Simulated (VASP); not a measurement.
# BiPdCl (P4/nmm) in VASP: further runs

BiPdCl is run at these levels: PBE, revPBE+D3(BJ), RPBE; tasks: single point.

Everything below comes from runs of VASP 6.6.1. Logs are shortened: lines on timing, memory, paths and dates and some standing lists are left out, and cuts for length are marked.

## 1. The cell of the first run

The structure is tetragonal, space group P4/nmm (No. 129). Conventional cell: a = 3.995 Å, b = 3.995 Å, c = 7.570 Å, α = 90.00°, β = 90.00°, γ = 90.00°. Bi (site symmetry 4mm) has 4 Pd at 2.38 Å within 3.1 Å. Within 3.1 Å of Pd (site symmetry -4m2) lie 4 Bi at 2.38 Å and 4 Pd at 2.83 Å. Within 4.1 Å of Cl (site symmetry 4mm) lie 6 Bi at 3.13 to 3.94 Å and 4 Pd at 3.32 Å and 8 Cl at 3.62 to 4.00 Å.

## 2. Single point, PBE

INCAR

```
SYSTEM = BiPdCl
PREC = Accurate
ENCUT = 520
EDIFF = 1E-6
ISMEAR = 1
SIGMA = 0.0216
LREAL = .False.
LASPH = .True.
NELM = 80
ALGO = Normal
ISIF = 2
LWAVE = .False.
LCHARG = .False.
GGA = PE
NBANDS = 41
```

KPOINTS

```
Automatic mesh
0
Gamma
  5 5 3
  0 0 0
```

POSCAR

```
BiPdCl
1.0
    3.9954691500      0.0000000000      0.0000000000
    0.0000000000      3.9954691500      0.0000000000
    0.0000000000      0.0000000000      7.5698215000
Bi Pd Cl
2 2 2
Direct
    0.0000000000      0.5000000000      0.1710000000
    0.5000000000      0.0000000000      0.8290000000
    0.0000000000      0.0000000000      0.0000000000
    0.5000000000      0.5000000000      0.0000000000
    0.0000000000      0.5000000000      0.6500000000
    0.5000000000      0.0000000000      0.3500000000
```

Potentials or basis: VASP PAW PBE potentials, release 64 (Bi_d, Pd, Cl).

Command:

```sh
$ cat potpaw_PBE.64/Bi_d/POTCAR potpaw_PBE.64/Pd/POTCAR potpaw_PBE.64/Cl/POTCAR > POTCAR
$ mpirun -np 1 vasp_std > vasp.out
```

OUTCAR:

```text
SYSTEM = BiPdCl
   PREC = Accurate
   ENCUT = 520
   EDIFF = 1E-6
   ISMEAR = 1
   LREAL = .False.
   LASPH = .True.
   NELM = 80
   ISIF = 2
   GGA = PE

 ion  position               nearest neighbor table
   1  0.000  0.500  0.171-   3 2.38   4 2.38   3 2.38   4 2.38   6 3.13   6 3.13   6 3.13   6 3.13
                             2 3.83   2 3.83   2 3.83   2 3.83
   2  0.500  0.000  0.829-   3 2.38   4 2.38   4 2.38   3 2.38   5 3.13   5 3.13   5 3.13   5 3.13
                             1 3.83   1 3.83   1 3.83   1 3.83
   3  0.000  0.000  0.000-   1 2.38   2 2.38   1 2.38   2 2.38   4 2.83   4 2.83   4 2.83   4 2.83

   4  0.500  0.500  0.000-   1 2.38   2 2.38   2 2.38   1 2.38   3 2.83   3 2.83   3 2.83   3 2.83

   5  0.000  0.500  0.650-   2 3.13   2 3.13   2 3.13   2 3.13
   6  0.500  0.000  0.350-   1 3.13   1 3.13   1 3.13   1 3.13

  LATTYP: Found a simple tetragonal cell.
 ALAT       =     3.9954691500
 C/A-ratio  =     1.8946014137

  Lattice vectors:

 A1 = (   3.9954691500,   0.0000000000,   0.0000000000)
 A2 = (   0.0000000000,   3.9954691500,   0.0000000000)
 A3 = (   0.0000000000,   0.0000000000,   7.5698215000)

Analysis of symmetry for initial positions (statically):
=====================================================================
 Subroutine PRICEL returns:
 Original cell was already a primitive cell.

 Routine SETGRP: Setting up the symmetry group for a
 simple tetragonal supercell.

 Subroutine GETGRP returns: Found 16 space group operations
 (whereof  8 operations were pure point group operations)
 out of a pool of 16 trial point group operations.

The static configuration has the point symmetry D_2d.
 The point group associated with its full space group is D_4h.

Analysis of symmetry for dynamics (positions and initial velocities):
=====================================================================
 Subroutine PRICEL returns:
 Original cell was already a primitive cell.

 Routine SETGRP: Setting up the symmetry group for a
 simple tetragonal supercell.

 Subroutine GETGRP returns: Found 16 space group operations
 (whereof  8 operations were pure point group operations)
 out of a pool of 16 trial point group operations.

The dynamic configuration has the point symmetry D_2d.
 The point group associated with its full space group is D_4h.

 Subroutine INISYM returns: Found 16 space group operations
 (whereof  8 operations are pure point group operations),
 and found     1 'primitive' translations

----------------------------------------------------------------------------------------

                                     Primitive cell

  volume of cell :     120.8429

  direct lattice vectors                    reciprocal lattice vectors
     3.995469150  0.000000000  0.000000000     0.250283499  0.000000000  0.000000000
     0.000000000  3.995469150  0.000000000     0.000000000  0.250283499  0.000000000
     0.000000000  0.000000000  7.569821500     0.000000000  0.000000000  0.132103511

  length of vectors
     3.995469150  3.995469150  7.569821500     0.250283499  0.250283499  0.132103511

  position of ions in fractional coordinates (direct lattice)
     0.000000000  0.500000000  0.171000000
     0.500000000  0.000000000  0.829000000
     0.000000000  0.000000000  0.000000000
     0.500000000  0.500000000  0.000000000
     0.000000000  0.500000000  0.650000000
     0.500000000  0.000000000  0.350000000

  ion indices of the primitive-cell ions
   primitive index   ion index
                 1           1
                 2           2
                 3           3
                 4           4
                 5           5
                 6           6

----------------------------------------------------------------------------------------

 KPOINTS: Automatic mesh

Automatic generation of k-mesh.
 Grid dimensions read from file:
 generate k-points for:    5    5    3

 Generating k-lattice:

  Cartesian coordinates                     Fractional coordinates (reciprocal lattice)
     0.050056700  0.000000000  0.000000000     0.200000000  0.000000000  0.000000000
     0.000000000  0.050056700  0.000000000     0.000000000  0.200000000  0.000000000
     0.000000000  0.000000000  0.044034504     0.000000000  0.000000000  0.333333333

  Length of vectors
     0.050056700  0.050056700  0.044034504

  Shift w.r.t. Gamma in fractional coordinates (k-lattice)
     0.000000000  0.000000000  0.000000000

 Subroutine IBZKPT returns following result:
 ===========================================

 Found     12 irreducible k-points:

 Following reciprocal coordinates:
            Coordinates               Weight
  0.000000  0.000000  0.000000      1.000000
  0.200000  0.000000  0.000000      4.000000
  0.400000  0.000000  0.000000      4.000000
  0.200000  0.200000  0.000000      4.000000
  0.400000  0.200000  0.000000      8.000000
  0.400000  0.400000  0.000000      4.000000
  0.000000  0.000000  0.333333      2.000000
  0.200000  0.000000  0.333333      8.000000
  0.400000  0.000000  0.333333      8.000000
  0.200000  0.200000  0.333333      8.000000
  0.400000  0.200000  0.333333     16.000000
  0.400000  0.400000  0.333333      8.000000
   k-points           NKPTS =     12   k-points in BZ     NKDIM =     12   number of bands    NBANDS=     41
   number of dos      NEDOS =    301   number of ions     NIONS =      6
   total plane-waves  NPLWV =  50400
   dimension x,y,z NGX =    30 NGY =   30 NGZ =   56
   dimension x,y,z NGXF=    60 NGYF=   60 NGZF=  112
   ions per type =               2   2   2
   NGX,Y,Z   is equivalent  to a cutoff of  12.48, 12.48, 12.30 a.u.
   NGXF,Y,Z  is equivalent  to a cutoff of  24.97, 24.97, 24.60 a.u.
 SYSTEM =  BiPdCl
   PREC   = accura    normal or accurate (medium, high low for compatibility)
   ISTART =      0    job   : 0-new  1-cont  2-samecut
   ICHARG =      2    charge: 1-file 2-atom 10-const
   ISPIN  =      1    spin polarized calculation?
   LNONCOLLINEAR =      F non collinear calculations
   LSORBIT =      F    spin-orbit coupling
   LASPH  =      T    aspherical Exc in radial PAW
   ENCUT  =  520.0 eV  38.22 Ry    6.18 a.u.   7.43  7.43 14.07*2*pi/ulx,y,z
   NELM   =     80;   NELMIN=  2; NELMDL= -5     # of ELM steps
   EDIFF  = 0.1E-05   stopping-criterion for ELM
   LREAL  =      F    real-space projection
   EDIFFG = 0.1E-04   stopping-criterion for IOM
   NSW    =      0    number of steps for IOM
   IBRION =     -1    ionic relax: 0-MD 1-quasi-New 2-CG
   NFREE  =      0    steps in history (QN), initial steepest desc. (CG)
   ISIF   =      2    stress and relaxation
   ISYM   =      2    0-nonsym 1-usesym 2-fastsym
   POTIM  = 0.5000    time-step for ionic-motion
   TEBEG  =    0.0;   TEEND  =   0.0 temperature during run
   PSTRESS=    0.0 pullay stress
   NELECT =      64.0000    total number of electrons
   NUPDOWN=      -1.0000    fix difference up-down
   EMIN   =  10.00;   EMAX   =-10.00  energy-range for DOS
   EFERMI =   0.00;   METHOD = LEGACY
   ISMEAR =     1;   SIGMA  =   0.02  broadening in eV -4-tet -1-fermi 0-gaus
   EFERMI_NEDOS =   21; number of points for ismear=-14 and -15
   IALGO  =     38    algorithm
   IMIX   =      4    mixing-type and parameters
     AMIX     =   0.40;   BMIX     =  1.00
     AMIX_MAG =   1.60;   BMIX_MAG =  1.00
  volume/ion in A,a.u.               =      20.14       135.91
  Fermi-wavevector in a.u.,A,eV,Ry     =   1.324528  2.502995 23.869707  1.754374
  Thomas-Fermi vector in A             =   2.454056
   LORBIT       =      0    0 simple, 1 ext, 2 COOP (PROOUT), +10 PAW based schemes
   GGA     = PE    functional components
   LHFCALC =     F    Hartree Fock is set to
   AEXX    =    0.0000 exact exchange contribution
   IVDW    =     0    specifies the selected vdW correction
   LEPSILON=     F    determine dielectric tensor
   LRPA    =     F    only Hartree local field effects (RPA)
 non-spin polarized calculation
 Methfessel and Paxton  Order N= 1 SIGMA  =   0.02
  energy-cutoff  :      520.00
  volume of cell :      120.84
 maximum number of plane-waves:      3301
 NGX is ok and might be reduce to    30
   NGX = 15   NGY = 15   NGZ = 29

 number of electron      63.9999999 magnetization

 Free energy of the ion-electron system (eV)
  ---------------------------------------------------
  ext. energy  EPLUGINS =         0.00000000
  ---------------------------------------------------
  free energy    TOTEN  =       -17.45050096 eV

  energy without entropy =      -17.45034435  energy(sigma->0) =      -17.45044875

 E-fermi :   7.7810     XC(G=0): -10.8560

 val. band max:        7.7725558498   @ k =   0.2000   0.2000   0.0000
 cond. band min:       7.8440226935   @ k =   0.2000   0.0000   0.0000
 fundamental gap:      0.0714668437
 Fermi energy:         7.7809588338

 k-point     1 :       0.0000    0.0000    0.0000
  band No.  band energies     occupation
      1     -15.4597      2.00000
      2     -15.4156      2.00000
      3     -15.3293      2.00000
      4     -15.3207      2.00000
      5     -15.3207      2.00000
      6     -15.3175      2.00000
[... 33 lines left out ...]
     40      14.9458      0.00000
     41      16.2249      0.00000

 k-point     2 :       0.2000    0.0000    0.0000
  band No.  band energies     occupation
      1     -15.4505      2.00000
      2     -15.4148      2.00000
      3     -15.3383      2.00000
      4     -15.3366      2.00000
      5     -15.3305      2.00000
      6     -15.3220      2.00000
[... 33 lines left out ...]
     40      15.6692      0.00000
     41      15.7010      0.00000

 k-point     3 :       0.4000    0.0000    0.0000
  band No.  band energies     occupation
      1     -15.4320      2.00000
      2     -15.4186      2.00000
      3     -15.3609      2.00000
      4     -15.3606      2.00000
      5     -15.3281      2.00000
      6     -15.3246      2.00000
[... 33 lines left out ...]
     40      15.8318      0.00000
     41      16.0879      0.00000

 k-point     4 :       0.2000    0.2000    0.0000
  band No.  band energies     occupation
      1     -15.4418      2.00000
      2     -15.4125      2.00000
      3     -15.3535      2.00000
      4     -15.3459      2.00000
      5     -15.3336      2.00000
      6     -15.3254      2.00000
[... 33 lines left out ...]
     40      15.9796      0.00000
     41      16.1842      0.00000

 k-point     5 :       0.4000    0.2000    0.0000
  band No.  band energies     occupation
      1     -15.4246      2.00000
      2     -15.4133      2.00000
      3     -15.3728      2.00000
      4     -15.3695      2.00000
      5     -15.3353      2.00000
      6     -15.3323      2.00000
[... 33 lines left out ...]
     40      16.0209      0.00000
     41      16.7493      0.00000

 k-point     6 :       0.4000    0.4000    0.0000
  band No.  band energies     occupation
      1     -15.4110      2.00000
      2     -15.4057      2.00000
      3     -15.3926      2.00000
      4     -15.3894      2.00000
      5     -15.3427      2.00000
      6     -15.3402      2.00000
[... 33 lines left out ...]
     40      16.9945      0.00000
     41      18.1367      0.00000

 k-point     7 :       0.0000    0.0000    0.3333
  band No.  band energies     occupation
      1     -15.4597      2.00000
      2     -15.4156      2.00000
      3     -15.3292      2.00000
      4     -15.3206      2.00000
      5     -15.3206      2.00000
      6     -15.3176      2.00000
[... 33 lines left out ...]
     40      15.7039      0.00000
     41      17.1710      0.00000

 k-point     8 :       0.2000    0.0000    0.3333
  band No.  band energies     occupation
      1     -15.4505      2.00000
      2     -15.4148      2.00000
      3     -15.3381      2.00000
      4     -15.3368      2.00000
      5     -15.3305      2.00000
      6     -15.3219      2.00000
[... 33 lines left out ...]
     40      15.5599      0.00000
     41      16.2709      0.00000

 k-point     9 :       0.4000    0.0000    0.3333
  band No.  band energies     occupation
      1     -15.4320      2.00000
      2     -15.4186      2.00000
      3     -15.3609      2.00000
      4     -15.3606      2.00000
      5     -15.3282      2.00000
      6     -15.3246      2.00000
[... 33 lines left out ...]
     40      16.0702      0.00000
     41      16.4596      0.00000

 k-point    10 :       0.2000    0.2000    0.3333
  band No.  band energies     occupation
      1     -15.4418      2.00000
      2     -15.4125      2.00000
      3     -15.3536      2.00000
      4     -15.3457      2.00000
      5     -15.3334      2.00000
      6     -15.3256      2.00000
[... 33 lines left out ...]
     40      16.2042      0.00000
     41      16.5585      0.00000

 k-point    11 :       0.4000    0.2000    0.3333
  band No.  band energies     occupation
      1     -15.4246      2.00000
      2     -15.4133      2.00000
      3     -15.3728      2.00000
      4     -15.3694      2.00000
      5     -15.3353      2.00000
      6     -15.3325      2.00000
[... 33 lines left out ...]
     40      16.3703      0.00000
     41      16.6978      0.00000

 k-point    12 :       0.4000    0.4000    0.3333
  band No.  band energies     occupation
      1     -15.4110      2.00000
      2     -15.4057      2.00000
      3     -15.3925      2.00000
      4     -15.3892      2.00000
      5     -15.3428      2.00000
      6     -15.3403      2.00000
[... 33 lines left out ...]
     40      16.9947      0.00000
     41      17.3762      0.00000

------------------------ aborting loop because EDIFF is reached ----------------------------------------

  FORCE on cell =-STRESS in cart. coord.  units (eV):
  Direction    XX          YY          ZZ          XY          YZ          ZX
  --------------------------------------------------------------------------------------
  -------------------------------------------------------------------------------------
  Total       37.9384997     37.9384997     32.5423956      0.0000000      0.0000000      0.0000000
  in kB      503.0017921    503.0017921    431.4583722      0.0000000      0.0000000      0.0000000
  external PRESSURE =     479.1539855 kB  Pullay stress =       0.0000000 kB

 VOLUME and BASIS-vectors are now :
 -----------------------------------------------------------------------------
  energy-cutoff  :      520.00
  volume of cell :      120.84
      direct lattice vectors                 reciprocal lattice vectors
     3.995469150  0.000000000  0.000000000     0.250283499  0.000000000  0.000000000
     0.000000000  3.995469150  0.000000000     0.000000000  0.250283499  0.000000000
     0.000000000  0.000000000  7.569821500     0.000000000  0.000000000  0.132103511

 POSITION                                       TOTAL-FORCE (eV/Angst)
 -----------------------------------------------------------------------------------
      0.00000      1.99773      1.29444         0.000000      0.000000     11.331368
      1.99773      0.00000      6.27538         0.000000      0.000000    -11.331368
      0.00000      0.00000      0.00000         0.000000      0.000000      0.000000
      1.99773      1.99773      0.00000         0.000000     -0.000000      0.000000
      0.00000      1.99773      4.92038         0.000000      0.000000     -0.502427
      1.99773      0.00000      2.64944        -0.000000      0.000000      0.502427
 -----------------------------------------------------------------------------------
    total drift:                                0.000000      0.000000      0.000000

  FREE ENERGIE OF THE ION-ELECTRON SYSTEM (eV)
  ---------------------------------------------------
  free  energy   TOTEN  =       -17.4505009576 eV

  energy  without entropy=      -17.4503443467  energy(sigma->0) =      -17.45044875
```

It took 57 s on 1 thread of Intel Xeon Platinum 8375C at 2.90GHz (Ice Lake), shared host; peak memory 0.23 GiB.

Results:

| Property | Result |
| --- | --- |
| Free energy | -17.4505 eV |
| Pressure | 47.9 GPa |
| Largest force | 11.331 eV/Å |
| Band gap on the k mesh | zero (band 32 reaches 8.03 eV, above the bottom of band 33 at 7.76 eV) |

Forces on the atoms (eV/Å):
```
Bi    0.000   0.000  11.331
Bi    0.000   0.000 -11.331
Pd    0.000   0.000   0.000
Pd    0.000   0.000   0.000
Cl    0.000   0.000  -0.502
Cl    0.000   0.000   0.502
```

Stress tensor (GPa, compression positive):
```
50.30  0.00  0.00
 0.00 50.30  0.00
 0.00  0.00 43.15
```

Levels at points of the mesh, in eV from the Fermi level:
```tsv
k point	band 29	band 30	band 31	band 32	band 33	band 34	band 35	band 36
(0.00, 0.00, 0.00)	-1.94	-1.25	-0.08	0.12	0.12	2.78	4.93	4.93
```

Caveat: spin-orbit coupling is left out, which moves the levels of the heavy elements; forces of over 1 eV/Å act on the atoms, so gaps and moduli don't describe the material at rest.

## 3. Single point, revPBE+D3(BJ)

INCAR

```
SYSTEM = BiPdCl
PREC     = Accurate       ! precision mode
ENCUT    = 520            ! plane-wave cutoff, eV
EDIFF    = 1E-6           ! SCF threshold, eV
ISMEAR   = 1              ! smearing method
SIGMA    = 0.0216         ! smearing width, eV
LREAL    = .FALSE.        ! projectors in reciprocal space
LASPH    = .TRUE.         ! aspherical terms in the spheres
NELM     = 100            ! most SCF steps
ALGO     = Normal         ! electronic algorithm
ISIF     = 2              ! what is computed and relaxed
LWAVE    = .FALSE.        ! write WAVECAR
LCHARG   = .FALSE.        ! write CHGCAR
GGA      = RE             ! functional
IVDW     = 12             ! dispersion correction
NBANDS   = 41             ! bands
```

KPOINTS

```
regular mesh
0
G
  5 5 3
  0 0 0
```

POSCAR is that of step 2.

Potentials or basis: VASP PAW PBE potentials, release 64 (Bi_d, Pd, Cl).

Command:

```sh
$ cat potpaw_PBE.64/Bi_d/POTCAR potpaw_PBE.64/Pd/POTCAR potpaw_PBE.64/Cl/POTCAR > POTCAR
$ mpirun -np 1 vasp_std > vasp.out
```

Wall time 54 s (1 thread of Intel Xeon Platinum 8375C at 2.90GHz (Ice Lake), shared host); peak memory 0.24 GiB.

The run converged. Its results:

```
Free energy                : -20.4747 eV
Pressure                   : 43.1 GPa
Largest force              : 11.468 eV/Å
Band gap on the k mesh     : zero (band 32 reaches 8.11 eV, above the bottom of band 33 at 7.85 eV)
Dispersion energy per atom : -0.915 eV
```

Forces on the atoms (eV/Å):
```
Bi    0.000   0.000  11.468
Bi    0.000   0.000 -11.468
Pd    0.000   0.000   0.000
Pd    0.000   0.000   0.000
Cl    0.000   0.000  -0.504
Cl    0.000   0.000   0.504
```

Stress tensor (GPa, compression positive):
```
45.25  0.00  0.00
 0.00 45.25  0.00
 0.00  0.00 38.78
```

Levels at points of the mesh, in eV from the Fermi level:
| k point | band 28 | band 29 | band 30 | band 31 | band 32 | band 33 | band 34 | band 35 | band 36 | band 37 |
| --- | --- | --- | --- | --- | --- | --- | --- | --- | --- | --- |
| (0.00, 0.00, 0.00) | -1.95 | -1.95 | -1.26 | -0.08 | 0.12 | 0.12 | 2.82 | 4.94 | 4.94 | 5.20 |

Caveat: the PAW data sets were made with another functional, which shifts forces and pressure a little; spin-orbit coupling is left out, which moves the levels of the heavy elements; pairwise dispersion overbinds metals, which lowers pressure and volume.

[end of part 1 of 2]
